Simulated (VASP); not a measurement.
# CdTe (F-43m) in VASP: a series of runs

Runs on CdTe. Level: PBE. Tasks: single point.

Everything below comes from runs of VASP 6.6.1. Logs are shortened: lines on timing, memory, paths and dates and some standing lists are left out, and cuts for length are marked.

### Step 1. The cell of the first run

Symmetry: F-43m, No. 216, cubic system. The conventional cell has a = 6.410 Å, b = 6.410 Å, c = 6.410 Å, α = 90.00°, β = 90.00°, γ = 90.00°. Within 3.7 Å of Cd (site symmetry -43m) lie 4 Te at 2.78 Å. Within 3.7 Å of Te (site symmetry -43m) lie 4 Cd at 2.78 Å.

### Step 2. Single point, PBE, non-collinear spin, zero start, spin-orbit coupling

Contents of INCAR:

```
SYSTEM = CdTe
PREC = Accurate
ENCUT = 500
EDIFF = 1E-6
ISMEAR = 0
SIGMA = 0.05
LREAL = .FALSE.
LASPH = .TRUE.
NELM = 200
ALGO = Normal
ISIF = 2
LWAVE = .FALSE.
LCHARG = .TRUE.
MAGMOM = 0 0 0 0 0 0
LORBIT = 11
LSORBIT = .TRUE.
GGA_COMPAT = .FALSE.
LORBMOM = .TRUE.
GGA = PE
LVHAR = .TRUE.
NBANDS = 30
```

Contents of KPOINTS:

```
Automatic mesh
0
G
  8 8 8
  0 0 0
```

Contents of POSCAR:

```
CdTe
1.0
    0.0000000000      3.2049986979      3.2049986979
    3.2049986979      0.0000000000      3.2049986979
    3.2049986979      3.2049986979      0.0000000000
Cd Te
1 1
Direct
    0.0000000000      0.0000000000      0.0000000000
    0.2500000000      0.2500000000      0.2500000000
```

Potentials or basis: VASP PAW PBE potentials, release 64 (Cd, Te).

Launch:

```console
cat potpaw_PBE.64/Cd/POTCAR potpaw_PBE.64/Te/POTCAR > POTCAR
mpirun -np 1 vasp_ncl > vasp.out
```

OUTCAR:

```text
SYSTEM = CdTe
   PREC = Accurate
   ENCUT = 500
   EDIFF = 1E-6
   ISMEAR = 0
   LREAL = .FALSE.
   LASPH = .TRUE.
   NELM = 200
   ISIF = 2
   LORBIT = 11
   LSORBIT = .TRUE.
   GGA = PE

 ion  position               nearest neighbor table
   1  0.000  0.000  0.000-   2 2.78   2 2.78   2 2.78   2 2.78
   2  0.250  0.250  0.250-   1 2.78   1 2.78   1 2.78   1 2.78

  LATTYP: Found a face centered cubic cell.
 ALAT       =     6.4099973958

  Lattice vectors:

 A1 = (   0.0000000000,   3.2049986979,   3.2049986979)
 A2 = (   3.2049986979,   0.0000000000,   3.2049986979)
 A3 = (   3.2049986979,   3.2049986979,   0.0000000000)

Analysis of symmetry for initial positions (statically):
=====================================================================
 Subroutine PRICEL returns:
 Original cell was already a primitive cell.

 Routine SETGRP: Setting up the symmetry group for a
 face centered cubic supercell.

 Subroutine GETGRP returns: Found 24 space group operations
 (whereof 24 operations were pure point group operations)
 out of a pool of 48 trial point group operations.

The static configuration has the point symmetry T_d .

Analysis of symmetry for dynamics (positions and initial velocities):
=====================================================================
 Subroutine PRICEL returns:
 Original cell was already a primitive cell.

 Routine SETGRP: Setting up the symmetry group for a
 face centered cubic supercell.

 Subroutine GETGRP returns: Found 24 space group operations
 (whereof 24 operations were pure point group operations)
 out of a pool of 48 trial point group operations.

The dynamic configuration has the point symmetry T_d .

Analysis of structural, dynamic, and magnetic symmetry:
=====================================================================
 Subroutine PRICEL returns:
 Original cell was already a primitive cell.

 Routine SETGRP: Setting up the symmetry group for a
 face centered cubic supercell.

 Subroutine GETGRP returns: Found 24 space group operations
 (whereof 24 operations were pure point group operations)
 out of a pool of 48 trial point group operations.

The overall configuration has the point symmetry T_d .

 Subroutine INISYM returns: Found 24 space group operations
 (whereof 24 operations are pure point group operations),
 and found     1 'primitive' translations

----------------------------------------------------------------------------------------

                                     Primitive cell

  volume of cell :      65.8436

  direct lattice vectors                    reciprocal lattice vectors
     0.000000000  3.204998698  3.204998698    -0.156006304  0.156006304  0.156006304
     3.204998698  0.000000000  3.204998698     0.156006304 -0.156006304  0.156006304
     3.204998698  3.204998698  0.000000000     0.156006304  0.156006304 -0.156006304

  length of vectors
     4.532552626  4.532552626  4.532552626     0.270210844  0.270210844  0.270210844

  position of ions in fractional coordinates (direct lattice)
     0.000000000  0.000000000  0.000000000
     0.250000000  0.250000000  0.250000000

  ion indices of the primitive-cell ions
   primitive index   ion index
                 1           1
                 2           2

----------------------------------------------------------------------------------------

 KPOINTS: Automatic mesh

Automatic generation of k-mesh.
 Grid dimensions read from file:
 generate k-points for:    8    8    8

 Generating k-lattice:

  Cartesian coordinates                     Fractional coordinates (reciprocal lattice)
    -0.019500788  0.019500788  0.019500788     0.125000000  0.000000000  0.000000000
     0.019500788 -0.019500788  0.019500788     0.000000000  0.125000000  0.000000000
     0.019500788  0.019500788 -0.019500788     0.000000000  0.000000000  0.125000000

  Length of vectors
     0.033776356  0.033776356  0.033776356

  Shift w.r.t. Gamma in fractional coordinates (k-lattice)
     0.000000000  0.000000000  0.000000000

 Subroutine IBZKPT returns following result:
 ===========================================

 Found     43 irreducible k-points:

 Following reciprocal coordinates:
            Coordinates               Weight
  0.000000  0.000000  0.000000      1.000000
  0.125000  0.000000  0.000000      4.000000
 -0.125000  0.000000  0.000000      4.000000
  0.250000  0.000000  0.000000      4.000000
 -0.250000  0.000000  0.000000      4.000000
  0.375000  0.000000  0.000000      4.000000
[... 16 lines left out ...]
 -0.375000 -0.250000  0.000000     12.000000
  0.500000  0.250000  0.000000     12.000000
 [... further k-points ...]
[... 26 lines left out ...]
   POTIM  = 0.5000    time-step for ionic-motion
   TEBEG  =    0.0;   TEEND  =   0.0 temperature during run
   PSTRESS=    0.0 pullay stress
   NELECT =      18.0000    total number of electrons
   NUPDOWN=      -1.0000    fix difference up-down
   EMIN   =  10.00;   EMAX   =-10.00  energy-range for DOS
   EFERMI =   0.00;   METHOD = LEGACY
   ISMEAR =     0;   SIGMA  =   0.05  broadening in eV -4-tet -1-fermi 0-gaus
   EFERMI_NEDOS =   21; number of points for ismear=-14 and -15
   IALGO  =     38    algorithm
   IMIX   =      4    mixing-type and parameters
     AMIX     =   0.40;   BMIX     =  1.00
     AMIX_MAG =   1.60;   BMIX_MAG =  1.00
  volume/ion in A,a.u.               =      32.92       222.17
  Fermi-wavevector in a.u.,A,eV,Ry     =   1.062497  2.007829 15.359622  1.128900
  Thomas-Fermi vector in A             =   2.197950
   LORBIT       =     11    0 simple, 1 ext, 2 COOP (PROOUT), +10 PAW based schemes
   GGA     = PE    functional components
   LHFCALC =     F    Hartree Fock is set to
   AEXX    =    0.0000 exact exchange contribution
   IVDW    =     0    specifies the selected vdW correction
   LEPSILON=     F    determine dielectric tensor
   LRPA    =     F    only Hartree local field effects (RPA)
 Gauss-broadening in eV      SIGMA  =   0.05
  energy-cutoff  :      500.00
  volume of cell :       65.84
 maximum number of plane-waves:      3400
 NGX is ok and might be reduce to    36
   NGX = 17   NGY = 17   NGZ = 17

 number of electron      18.0000000 magnetization       0.0000000      0.0000000      0.0000000

 number of electron      17.9999995 magnetization      -0.0000000      0.0000000      0.0000000

 number of electron      17.9999995 magnetization       0.0000000     -0.0000000     -0.0000000

 Free energy of the ion-electron system (eV)
  ---------------------------------------------------
  ext. energy  EPLUGINS =         0.00000000
  ---------------------------------------------------
  free energy    TOTEN  =        -4.85244984 eV

  energy without entropy =       -4.85244984  energy(sigma->0) =       -4.85244984

 E-fermi :   3.2031     XC(G=0):  -8.7322

 val. band max:        2.9280524506   @ k =   0.0000   0.0000   0.0000
 cond. band min:       3.5299861686   @ k =   0.0000   0.0000   0.0000
 fundamental gap:      0.6019337181
 Fermi energy:         3.2030529564

 k-point     1 :       0.0000    0.0000    0.0000
  band No.  band energies     occupation
      1      -8.7074      1.00000
      2      -8.7074      1.00000
      3      -6.0564      1.00000
      4      -6.0564      1.00000
      5      -6.0564      1.00000
      6      -6.0564      1.00000
[... 781 lines left out ...]
     29      13.2425      0.00000
     30      13.2564      0.00000

 [... further k-points ...]

------------------------ aborting loop because EDIFF is reached ----------------------------------------

  FORCE on cell =-STRESS in cart. coord.  units (eV):
  Direction    XX          YY          ZZ          XY          YZ          ZX
  --------------------------------------------------------------------------------------
  -------------------------------------------------------------------------------------
  Total        1.8186732      1.8186732      1.8186732     -0.0000000      0.0000000      0.0000000
  in kB       44.2539124     44.2539124     44.2539124     -0.0000000      0.0000000      0.0000000
  external PRESSURE =      44.2539124 kB  Pullay stress =       0.0000000 kB

 VOLUME and BASIS-vectors are now :
 -----------------------------------------------------------------------------
  energy-cutoff  :      500.00
  volume of cell :       65.84
      direct lattice vectors                 reciprocal lattice vectors
     0.000000000  3.204998698  3.204998698    -0.156006304  0.156006304  0.156006304
     3.204998698  0.000000000  3.204998698     0.156006304 -0.156006304  0.156006304
     3.204998698  3.204998698  0.000000000     0.156006304  0.156006304 -0.156006304

 POSITION                                       TOTAL-FORCE (eV/Angst)
 -----------------------------------------------------------------------------------
      0.00000      0.00000      0.00000         0.000000     -0.000000     -0.000000
      1.60250      1.60250      1.60250        -0.000000      0.000000      0.000000
 -----------------------------------------------------------------------------------
    total drift:                                0.000000      0.000000      0.000000

  FREE ENERGIE OF THE ION-ELECTRON SYSTEM (eV)
  ---------------------------------------------------
  free  energy   TOTEN  =        -4.8524498433 eV

  energy  without entropy=       -4.8524498433  energy(sigma->0) =       -4.85244984

 orbital moment (x)

 # of ion     p       d       tot
 ----------------------------------------
  1         0.000  -0.000  -0.000
  2         0.000  -0.000   0.000
 ----------------------------------------
            0.000  -0.000  -0.000

 orbital moment (y)

 # of ion     p       d       tot
 ----------------------------------------
  1        -0.000   0.000   0.000
  2         0.000   0.000   0.000
 ----------------------------------------
           -0.000   0.000   0.000

 orbital moment (z)

 # of ion     p       d       tot
 ----------------------------------------
  1         0.000   0.000   0.000
  2         0.000   0.000   0.000
 ----------------------------------------
            0.000   0.000   0.000

 Spin-Orbit-Coupling matrix elements

 Ion:    1  E_soc:     -0.0619706
 l=   1
     0.0000000    -0.0033346    -0.0033346
    -0.0033346     0.0000000    -0.0033346
    -0.0033346    -0.0033346     0.0000000
 l=   2
     0.0000000    -0.0014068     0.0000000    -0.0014068    -0.0055871
    -0.0014068     0.0000000    -0.0041903    -0.0014068    -0.0013968
     0.0000000    -0.0041903     0.0000000    -0.0041903     0.0000000
    -0.0014068    -0.0014068    -0.0041903     0.0000000    -0.0013968
    -0.0055871    -0.0013968     0.0000000    -0.0013968     0.0000000
 l=   3
     0.0000000     0.0000000     0.0000000     0.0000000     0.0000000     0.0000000     0.0000000
     0.0000000     0.0000000     0.0000000     0.0000000     0.0000000     0.0000000     0.0000000
     0.0000000     0.0000000     0.0000000     0.0000000     0.0000000     0.0000000     0.0000000
     0.0000000     0.0000000     0.0000000     0.0000000     0.0000000     0.0000000     0.0000000
     0.0000000     0.0000000     0.0000000     0.0000000     0.0000000     0.0000000     0.0000000
     0.0000000     0.0000000     0.0000000     0.0000000     0.0000000     0.0000000     0.0000000
     0.0000000     0.0000000     0.0000000     0.0000000     0.0000000     0.0000000     0.0000000

 Ion:    2  E_soc:     -0.1922770
 l=   1
     0.0000000    -0.0319649    -0.0319649
    -0.0319649     0.0000000    -0.0319649
    -0.0319649    -0.0319649     0.0000000
 l=   2
     0.0000000    -0.0000318     0.0000000    -0.0000318    -0.0000494
    -0.0000318     0.0000000    -0.0000370    -0.0000318    -0.0000123
     0.0000000    -0.0000370     0.0000000    -0.0000370     0.0000000
    -0.0000318    -0.0000318    -0.0000370     0.0000000    -0.0000123
    -0.0000494    -0.0000123     0.0000000    -0.0000123     0.0000000
 l=   3
     0.0000000     0.0000000     0.0000000     0.0000000     0.0000000     0.0000000     0.0000000
     0.0000000     0.0000000     0.0000000     0.0000000     0.0000000     0.0000000     0.0000000
     0.0000000     0.0000000     0.0000000     0.0000000     0.0000000     0.0000000     0.0000000
     0.0000000     0.0000000     0.0000000     0.0000000     0.0000000     0.0000000     0.0000000
     0.0000000     0.0000000     0.0000000     0.0000000     0.0000000     0.0000000     0.0000000
     0.0000000     0.0000000     0.0000000     0.0000000     0.0000000     0.0000000     0.0000000
     0.0000000     0.0000000     0.0000000     0.0000000     0.0000000     0.0000000     0.0000000

 total charge

# of ion       s       p       d       tot
------------------------------------------
    1        0.478   0.338   9.530  10.345
    2        1.350   2.078   0.024   3.451
--------------------------------------------------
tot          1.827   2.416   9.554  13.796

 magnetization (x)

# of ion       s       p       d       tot
------------------------------------------
    1        0.000   0.000  -0.000   0.000
    2        0.000   0.000   0.000   0.000
--------------------------------------------------
tot          0.000   0.000  -0.000   0.000

 magnetization (y)

# of ion       s       p       d       tot
------------------------------------------
    1        0.000   0.000   0.000   0.000
    2        0.000   0.000   0.000   0.000
--------------------------------------------------
tot          0.000   0.000   0.000   0.000

 magnetization (z)

# of ion       s       p       d       tot
------------------------------------------
    1        0.000   0.000  -0.000   0.000
    2        0.000   0.000  -0.000   0.000
--------------------------------------------------
tot          0.000   0.000  -0.000   0.000
```

Run time: 5.1 min. Hardware: 1 thread of AMD EPYC 7R13, shared host; peak memory 0.42 GiB.

What came out:

```yaml
Free_energy: -4.8524 eV
Pressure: 4.4 GPa
Net_moment: 0.00 μB per cell
Valence_electrons_inside_the_program's_atomic_spheres: Cd 10.35; Te 3.45
```

Moments on the atoms (μB; x, y, z):
```
Cd  0.00 0.00 0.00
Te  0.00 0.00 0.00
```

### Step 3. Single point, PBE

Contents of INCAR:

```
SYSTEM = CdTe
PREC = Accurate ; ENCUT = 520
EDIFF = 1E-6 ; ISMEAR = 0
SIGMA = 0.05 ; LREAL = .False.
LASPH = .True. ; NELM = 100
ALGO = Normal ; ISIF = 2
LWAVE = .False. ; LCHARG = .False.
GGA = PE ; NBANDS = 16
```

Contents of KPOINTS:

```
regular mesh
0
Gamma
  10 10 10
  0 0 0
```

POSCAR is that of step 2.

Potentials or basis: VASP PAW PBE potentials, release 64 (Cd, Te).

Launch:

```console
cat potpaw_PBE.64/Cd/POTCAR potpaw_PBE.64/Te/POTCAR > POTCAR
mpirun -np 1 vasp_std > vasp.out
```

Wall time 26 s (1 thread of Intel Xeon Platinum 8488C (Sapphire Rapids), shared host); peak memory 0.23 GiB.

It converged, with:

```yaml
Free_energy: -4.7275 eV
Pressure: 4.4 GPa
Band_gap_on_the_k_mesh: 0.87 eV, direct
```

Levels at points of the mesh, in eV from the valence-band top:
| k point | band 7 | band 8 | band 9 | band 10 | band 11 | band 12 |
| --- | --- | --- | --- | --- | --- | --- |
| (0.00, 0.00, 0.00) | 0.00 | 0.00 | 0.00 | 0.87 | 4.58 | 4.58 |
| (0.50, 0.00, 0.00) | -4.62 | -0.83 | -0.83 | 1.85 | 5.17 | 5.17 |
| (0.50, 0.50, 0.00) | -4.47 | -1.98 | -1.98 | 2.53 | 2.66 | 9.03 |

Caveat: spin-orbit coupling is left out, which moves the levels of the heavy elements. A hybrid or GW would open this gap; PBE tends to underestimate it.

(Continued in part 2 of 2.)
